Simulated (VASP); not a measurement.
# KF (Fm-3m) in VASP: notebook

Aim: see how the results for KF move with the level of theory and the settings. Levels: r2SCAN, PBE-based screened hybrid with 40 % exact exchange. Tasks: single point.

Everything below comes from runs of VASP 6.6.1. Logs are shortened: lines on timing, memory, paths and dates and some standing lists are left out, and cuts for length are marked.

### 1 The cell of the first run

Symmetry: Fm-3m, No. 225, cubic system. Conventional cell: a = 5.414 Å, b = 5.414 Å, c = 5.414 Å, α = 90.00°, β = 90.00°, γ = 90.00°. Within 3.6 Å of K (site symmetry m-3m) lie 6 F at 2.71 Å. F (site symmetry m-3m) has 6 K at 2.71 Å within 3.6 Å.

### 2 Single point, r2SCAN

The input, POSCAR:

```
KF
1.0
    0.0000000000      2.7070099531      2.7070099531
    2.7070099531      0.0000000000      2.7070099531
    2.7070099531      2.7070099531      0.0000000000
K F
1 1
Direct
    0.0000000000      0.0000000000      0.0000000000
    0.5000000000      0.5000000000      0.5000000000
```

The input, INCAR.step1:

```
  PREC = Accurate
  ENCUT = 520
  ISMEAR = -1
  SIGMA = 0.05
  LREAL = F
  LASPH = T
  NELM = 80
  NBANDS = 15
  GGA = PE
  ALGO = Normal
  EDIFF = 1E-4
  LWAVE = T
  LCHARG = F
```

The input, INCAR.step2:

```
  PREC = Accurate
  ENCUT = 520
  EDIFF = 1E-7
  ISMEAR = -1
  SIGMA = 0.05
  LREAL = F
  LASPH = T
  NELM = 80
  ALGO = Normal
  ISIF = 2
  LWAVE = F
  LCHARG = T
  METAGGA = R2SCAN
  LMIXTAU = T
  LELF = T
  LVHAR = T
  NBANDS = 15
  ISTART = 1
```

The input, KPOINTS:

```
regular mesh
0
Gamma
  9 9 9
```

Potentials or basis: VASP PAW PBE potentials, release 64 (K_sv, F).

Command:

```bash
$ cat potpaw_PBE.64/K_sv/POTCAR potpaw_PBE.64/F/POTCAR > POTCAR
$ cp INCAR.step1 INCAR
$ mpirun -np 1 vasp_std > vasp.out
$ cp INCAR.step2 INCAR
$ mpirun -np 1 vasp_std > vasp.out
```

OUTCAR:

```text
PREC = Accurate
   ENCUT = 520
   EDIFF = 1E-7
   ISMEAR = -1
   LREAL = F
   LASPH = T
   NELM = 80
   ISIF = 2
   METAGGA = R2SCAN
   ISTART = 1

 ion  position               nearest neighbor table
   1  0.000  0.000  0.000-   2 2.71   2 2.71   2 2.71   2 2.71   2 2.71   2 2.71
   2  0.500  0.500  0.500-   1 2.71   1 2.71   1 2.71   1 2.71   1 2.71   1 2.71

  LATTYP: Found a face centered cubic cell.
 ALAT       =     5.4140199062

  Lattice vectors:

 A1 = (   0.0000000000,   2.7070099531,   2.7070099531)
 A2 = (   2.7070099531,   0.0000000000,   2.7070099531)
 A3 = (   2.7070099531,   2.7070099531,   0.0000000000)

Analysis of symmetry for initial positions (statically):
=====================================================================
 Subroutine PRICEL returns:
 Original cell was already a primitive cell.

 Routine SETGRP: Setting up the symmetry group for a
 face centered cubic supercell.

 Subroutine GETGRP returns: Found 48 space group operations
 (whereof 48 operations were pure point group operations)
 out of a pool of 48 trial point group operations.

The static configuration has the point symmetry O_h .

Analysis of symmetry for dynamics (positions and initial velocities):
=====================================================================
 Subroutine PRICEL returns:
 Original cell was already a primitive cell.

 Routine SETGRP: Setting up the symmetry group for a
 face centered cubic supercell.

 Subroutine GETGRP returns: Found 48 space group operations
 (whereof 48 operations were pure point group operations)
 out of a pool of 48 trial point group operations.

The dynamic configuration has the point symmetry O_h .

 Subroutine INISYM returns: Found 48 space group operations
 (whereof 48 operations are pure point group operations),
 and found     1 'primitive' translations

----------------------------------------------------------------------------------------

                                     Primitive cell

  volume of cell :      39.6734

  direct lattice vectors                    reciprocal lattice vectors
     0.000000000  2.707009953  2.707009953    -0.184705638  0.184705638  0.184705638
     2.707009953  0.000000000  2.707009953     0.184705638 -0.184705638  0.184705638
     2.707009953  2.707009953  0.000000000     0.184705638  0.184705638 -0.184705638

  length of vectors
     3.828290189  3.828290189  3.828290189     0.319919549  0.319919549  0.319919549

  position of ions in fractional coordinates (direct lattice)
     0.000000000  0.000000000  0.000000000
     0.500000000  0.500000000  0.500000000

  ion indices of the primitive-cell ions
   primitive index   ion index
                 1           1
                 2           2

----------------------------------------------------------------------------------------

 KPOINTS: regular mesh

Automatic generation of k-mesh.
 Grid dimensions read from file:
 generate k-points for:    9    9    9

 Generating k-lattice:

  Cartesian coordinates                     Fractional coordinates (reciprocal lattice)
    -0.020522849  0.020522849  0.020522849     0.111111111  0.000000000  0.000000000
     0.020522849 -0.020522849  0.020522849     0.000000000  0.111111111  0.000000000
     0.020522849  0.020522849 -0.020522849     0.000000000  0.000000000  0.111111111

  Length of vectors
     0.035546617  0.035546617  0.035546617

  Shift w.r.t. Gamma in fractional coordinates (k-lattice)
     0.000000000  0.000000000  0.000000000

 Subroutine IBZKPT returns following result:
 ===========================================

 Found     35 irreducible k-points:

 Following reciprocal coordinates:
            Coordinates               Weight
  0.000000  0.000000  0.000000      1.000000
  0.111111  0.000000  0.000000      8.000000
  0.222222  0.000000  0.000000      8.000000
  0.333333  0.000000  0.000000      8.000000
  0.444444  0.000000  0.000000      8.000000
  0.111111  0.111111  0.000000      6.000000
[... 16 lines left out ...]
 -0.333333  0.333333  0.000000     12.000000
  0.444444  0.444444  0.000000      6.000000
 [... further k-points ...]
   k-points           NKPTS =     35   k-points in BZ     NKDIM =     35   number of bands    NBANDS=     15
   number of dos      NEDOS =    301   number of ions     NIONS =      2
   total plane-waves  NPLWV =  21952
   dimension x,y,z NGX =    28 NGY =   28 NGZ =   28
   dimension x,y,z NGXF=    56 NGYF=   56 NGZF=   56
   ions per type =               1   1
   NGX,Y,Z   is equivalent  to a cutoff of  12.16, 12.16, 12.16 a.u.
   NGXF,Y,Z  is equivalent  to a cutoff of  24.32, 24.32, 24.32 a.u.
 SYSTEM =  unknown system
   PREC   = accura    normal or accurate (medium, high low for compatibility)
   ISTART =      1    job   : 0-new  1-cont  2-samecut
   ICHARG =      0    charge: 1-file 2-atom 10-const
   ISPIN  =      1    spin polarized calculation?
   LNONCOLLINEAR =      F non collinear calculations
   LSORBIT =      F    spin-orbit coupling
   LASPH  =      T    aspherical Exc in radial PAW
   ENCUT  =  520.0 eV  38.22 Ry    6.18 a.u.   7.12  7.12  7.12*2*pi/ulx,y,z
   NELM   =     80;   NELMIN=  2; NELMDL=  0     # of ELM steps
   EDIFF  = 0.1E-06   stopping-criterion for ELM
   LREAL  =      F    real-space projection
   EDIFFG = 0.1E-05   stopping-criterion for IOM
   NSW    =      0    number of steps for IOM
   IBRION =     -1    ionic relax: 0-MD 1-quasi-New 2-CG
   NFREE  =      0    steps in history (QN), initial steepest desc. (CG)
   ISIF   =      2    stress and relaxation
   ISYM   =      2    0-nonsym 1-usesym 2-fastsym
   POTIM  = 0.5000    time-step for ionic-motion
   TEBEG  =    0.0;   TEEND  =   0.0 temperature during run
   PSTRESS=    0.0 pullay stress
   NELECT =      16.0000    total number of electrons
   NUPDOWN=      -1.0000    fix difference up-down
   EMIN   =  10.00;   EMAX   =-10.00  energy-range for DOS
   EFERMI =   0.00;   METHOD = LEGACY
   ISMEAR =    -1;   SIGMA  =   0.05  broadening in eV -4-tet -1-fermi 0-gaus
   EFERMI_NEDOS =   21; number of points for ismear=-14 and -15
   IALGO  =     38    algorithm
   IMIX   =      4    mixing-type and parameters
     AMIX     =   0.40;   BMIX     =  1.00
     AMIX_MAG =   1.60;   BMIX_MAG =  1.00
  volume/ion in A,a.u.               =      19.84       133.86
  Fermi-wavevector in a.u.,A,eV,Ry     =   1.209525  2.285671 19.904664  1.462952
  Thomas-Fermi vector in A             =   2.345100
   LORBIT       =      0    0 simple, 1 ext, 2 COOP (PROOUT), +10 PAW based schemes
   METAGGA = R2SCAN    functional components
   LHFCALC =     F    Hartree Fock is set to
   AEXX    =    0.0000 exact exchange contribution
   IVDW    =     0    specifies the selected vdW correction
   LEPSILON=     F    determine dielectric tensor
   LRPA    =     F    only Hartree local field effects (RPA)
 non-spin polarized calculation
  energy-cutoff  :      520.00
  volume of cell :       39.67
 maximum number of plane-waves:      1080
   NGX = 15   NGY = 15   NGZ = 15

 number of electron      15.9999983 magnetization

 Free energy of the ion-electron system (eV)
  ---------------------------------------------------
  ext. energy  EPLUGINS =         0.00000000
  ---------------------------------------------------
  free energy    TOTEN  =       -14.96387514 eV

  energy without entropy =      -14.96387514  energy(sigma->0) =      -14.96387514

 E-fermi :  -2.2734     XC(G=0):  -8.7027

 val. band max:       -3.4456170137   @ k =   0.0000   0.0000   0.0000
 cond. band min:       3.1792580661   @ k =   0.0000   0.0000   0.0000
 fundamental gap:      6.6248750798
 Fermi energy:        -2.2734297828

 k-point     1 :       0.0000    0.0000    0.0000
  band No.  band energies     occupation
      1     -30.6837      2.00000
      2     -23.2159      2.00000
      3     -13.1958      2.00000
      4     -13.1958      2.00000
      5     -13.1958      2.00000
      6      -3.4456      2.00000
      7      -3.4456      2.00000
      8      -3.4456      2.00000
      9       3.1793      0.00000
     10       7.8982      0.00000
     11       7.8982      0.00000
     12       7.8982      0.00000
     13       9.7047      0.00000
     14       9.7047      0.00000
     15      13.4748      0.00000

 k-point     2 :       0.1111    0.0000    0.0000
  band No.  band energies     occupation
      1     -30.6747      2.00000
      2     -23.2234      2.00000
      3     -13.2255      2.00000
      4     -13.1997      2.00000
      5     -13.1997      2.00000
      6      -3.5462      2.00000
      7      -3.4825      2.00000
      8      -3.4824      2.00000
      9       3.5123      0.00000
     10       7.6512      0.00000
     11       8.0637      0.00000
     12       8.0637      0.00000
     13       9.8105      0.00000
     14       9.8105      0.00000
     15      14.1179      0.00000

 k-point     3 :       0.2222    0.0000    0.0000
  band No.  band energies     occupation
      1     -30.6516      2.00000
      2     -23.2435      2.00000
      3     -13.3005      2.00000
      4     -13.2096      2.00000
      5     -13.2096      2.00000
      6      -3.7772      2.00000
      7      -3.5743      2.00000
      8      -3.5743      2.00000
      9       4.3831      0.00000
     10       7.2477      0.00000
     11       8.4955      0.00000
     12       8.4955      0.00000
     13      10.1385      0.00000
     14      10.1385      0.00000
     15      15.3325      0.00000
[... 343 lines left out ...]
 k-point    23 :      -0.3333    0.3333    0.0000
  band No.  band energies     occupation
      1     -30.5909      2.00000
      2     -23.2567      2.00000
      3     -13.5374      2.00000
      4     -13.4030      2.00000
      5     -13.2911      2.00000
      6      -3.8792      2.00000
      7      -3.6815      2.00000
      8      -3.6272      2.00000
      9       6.3049      0.00000
     10       7.3082      0.00000
     11       8.6396      0.00000
     12      10.4445      0.00000
     13      10.8455      0.00000
     14      11.8070      0.00000
     15      13.7689      0.00000

 k-point    24 :       0.4444    0.4444    0.0000
  band No.  band energies     occupation
      1     -30.5911      2.00000
      2     -23.2307      2.00000
      3     -13.6531      2.00000
      4     -13.3731      2.00000
      5     -13.3731      2.00000
      6      -3.6967      2.00000
      7      -3.5065      2.00000
      8      -3.5065      2.00000
      9       5.3348      0.00000
     10       7.2653      0.00000
     11       8.8497      0.00000
     12      10.9243      0.00000
     13      11.2560      0.00000
     14      11.2560      0.00000
     15      13.4641      0.00000

 [... further k-points ...]

------------------------ aborting loop because EDIFF is reached ----------------------------------------

  FORCE on cell =-STRESS in cart. coord.  units (eV):
  Direction    XX          YY          ZZ          XY          YZ          ZX
  --------------------------------------------------------------------------------------
  -------------------------------------------------------------------------------------
  Total       -0.4259698     -0.4259698     -0.4259698      0.0000000      0.0000000      0.0000000
  in kB      -17.2024327    -17.2024327    -17.2024327      0.0000000      0.0000000      0.0000000
  external PRESSURE =     -17.2024327 kB  Pullay stress =       0.0000000 kB

 VOLUME and BASIS-vectors are now :
 -----------------------------------------------------------------------------
  energy-cutoff  :      520.00
  volume of cell :       39.67
      direct lattice vectors                 reciprocal lattice vectors
     0.000000000  2.707009953  2.707009953    -0.184705638  0.184705638  0.184705638
     2.707009953  0.000000000  2.707009953     0.184705638 -0.184705638  0.184705638
     2.707009953  2.707009953  0.000000000     0.184705638  0.184705638 -0.184705638

 POSITION                                       TOTAL-FORCE (eV/Angst)
 -----------------------------------------------------------------------------------
      0.00000      0.00000      0.00000         0.000000     -0.000000     -0.000000
      2.70701      2.70701      2.70701        -0.000000      0.000000      0.000000
 -----------------------------------------------------------------------------------
    total drift:                                0.000000      0.000000      0.000000

  FREE ENERGIE OF THE ION-ELECTRON SYSTEM (eV)
  ---------------------------------------------------
  free  energy   TOTEN  =       -14.9638751446 eV

  energy  without entropy=      -14.9638751446  energy(sigma->0) =      -14.96387514
```

It took 2.1 min on 1 thread of Intel Xeon 8259CL, shared host; peak memory 0.18 GiB.

Results:

* Free energy: -14.9639 eV
* Pressure: -1.7 GPa
* Band gap on the k mesh: 6.62 eV

Caveat: the PAW data sets were made with another functional, which shifts forces and pressure a little; an odd mesh through Γ misses points on the zone boundary, where band edges can lie.

### 3 Single point, r2SCAN

This run uses another cell than the first one, of 20.22 Å³/atom.

The input, POSCAR:

```
KF
1.0
    0.0000000000      2.7242525196      2.7242525196
    2.7242525196      0.0000000000      2.7242525196
    2.7242525196      2.7242525196      0.0000000000
K F
1 1
Direct
    0.0000000000      0.0000000000      0.0000000000
    0.5000000000      0.5000000000      0.5000000000
```

The input, INCAR.step1:

```
PREC = Accurate
ENCUT = 520
ISMEAR = -1
SIGMA = 0.05
LREAL = False
LASPH = True
NELM = 100
NBANDS = 15
GGA = PE
ALGO = Normal
EDIFF = 1E-4
LWAVE = True
LCHARG = False
```

The input, INCAR.step2:

```
PREC = Accurate
ENCUT = 520
EDIFF = 1E-7
ISMEAR = -1
SIGMA = 0.05
LREAL = False
LASPH = True
NELM = 100
ALGO = Normal
ISIF = 2
LWAVE = False
LCHARG = False
METAGGA = R2SCAN
LMIXTAU = True
NBANDS = 15
ISTART = 1
```

The input, KPOINTS:

```
Automatic mesh
0
Gamma
  9 9 9
```

Potentials or basis: VASP PAW PBE potentials, release 64 (K_sv, F).

Command:

```bash
$ cat potpaw_PBE.64/K_sv/POTCAR potpaw_PBE.64/F/POTCAR > POTCAR
$ cp INCAR.step1 INCAR
$ mpirun -np 1 vasp_std > vasp.out
$ cp INCAR.step2 INCAR
$ mpirun -np 1 vasp_std > vasp.out
```

Wall time 2.6 min (1 thread of Intel Xeon 8259CL, shared host); peak memory 0.18 GiB.

Results (log left out):

```yaml
Free_energy: -14.9556 eV
Pressure: -2.2 GPa
Band_gap_on_the_k_mesh: 6.53 eV
```

Levels at points of the mesh, in eV from the valence-band top:
| k point | band 4 | band 5 | band 6 | band 7 | band 8 | band 9 | band 10 | band 11 | band 12 | band 13 |
| --- | --- | --- | --- | --- | --- | --- | --- | --- | --- | --- |
| (0.00, 0.00, 0.00) | -9.82 | -9.82 | 0.00 | 0.00 | 0.00 | 6.53 | 11.29 | 11.29 | 11.29 | 13.07 |

Caveat: the PAW data sets were made with another functional, which shifts forces and pressure a little; an odd mesh through Γ misses points on the zone boundary, where band edges can lie.

### 4 Single point, PBE-based screened hybrid with 40 % exact exchange

This run uses another cell than the first one, of 19.07 Å³/atom.

The input, POSCAR:

```
KF
1.0
    0.0000000000      2.6718500000      2.6718500000
    2.6718500000      0.0000000000      2.6718500000
    2.6718500000      2.6718500000      0.0000000000
K F
1 1
Direct
    0.0000000000      0.0000000000      0.0000000000
    0.5000000000      0.5000000000      0.5000000000
```

The input, INCAR.step1:

```
PREC = Accurate
ENCUT = 520
EDIFF = 1E-5
ISMEAR = -1
SIGMA = 0.05
LREAL = F
LASPH = T
NELM = 60
ALGO = Normal
ISIF = 2
LWAVE = T
LCHARG = F
NBANDS = 15
GGA = PE
```

The input, INCAR.step2:

```
PREC = Accurate
ENCUT = 520
EDIFF = 1E-7
ISMEAR = -1
SIGMA = 0.05
LREAL = F
LASPH = T
NELM = 60
ALGO = Normal
ISIF = 2
LWAVE = F
LCHARG = F
GGA = PE
LHFCALC = T
AEXX = 0.4
HFSCREEN = 0.2
PRECFOCK = Normal
NBANDS = 15
ISTART = 1
```

The input, KPOINTS:

```
regular mesh
0
Gamma
  5 5 5
```

Command:

```bash
$ cat potpaw_PBE.64/K_sv/POTCAR potpaw_PBE.64/F/POTCAR > POTCAR
$ cp INCAR.step1 INCAR
$ mpirun -np 1 vasp_std > vasp.out
$ cp INCAR.step2 INCAR
$ mpirun -np 1 vasp_std > vasp.out
```

Run time: 11 min. Hardware: 1 thread of Intel Xeon Platinum 8488C (Sapphire Rapids), shared host; peak memory 0.27 GiB.

It converged, with:

* Free energy: -11.0351 eV
* Pressure: 0.1 GPa
* Band gap on the k mesh: 9.44 eV

Levels at points of the mesh, in eV from the valence-band top:
```csv
k point,band 6,band 7,band 8,band 9,band 10,band 11
"(0.00, 0.00, 0.00)",0.00,0.00,0.00,9.44,14.48,14.48
```

Caveat: the PAW data sets were made with another functional, which shifts forces and pressure a little.

### 5 The runs side by side

```tsv
level	cell	k mesh	grid for exact exchange (PRECFOCK)	share of exact exchange	screening parameter	gap on the mesh (eV)	pressure (GPa)
r2SCAN	a = 3.828 Å, angles 60.0°, 2 atoms	9 × 9 × 9	-	-	-	6.62	-1.7
r2SCAN	a = 3.853 Å, angles 60.0°, 2 atoms	9 × 9 × 9	-	-	-	6.53	-2.2
PBE-based screened hybrid with 40 % exact exchange	a = 3.779 Å, angles 60.0°, 2 atoms	5 × 5 × 5	Normal	0.4	0.2 1/Å	9.44	0.1
```

Alike in all rows: task single point; potentials or basis VASP PAW PBE potentials, release 64 (K_sv, F); no spin polarisation; cutoff (eV) 520; smearing fermi-dirac 0.05 eV.

Caveats: the PAW data sets were made with another functional, which shifts forces and pressure a little; an odd mesh through Γ misses points on the zone boundary, where band edges can lie (at least some runs).

Absolute energies hang on the potentials; compare differences alone.
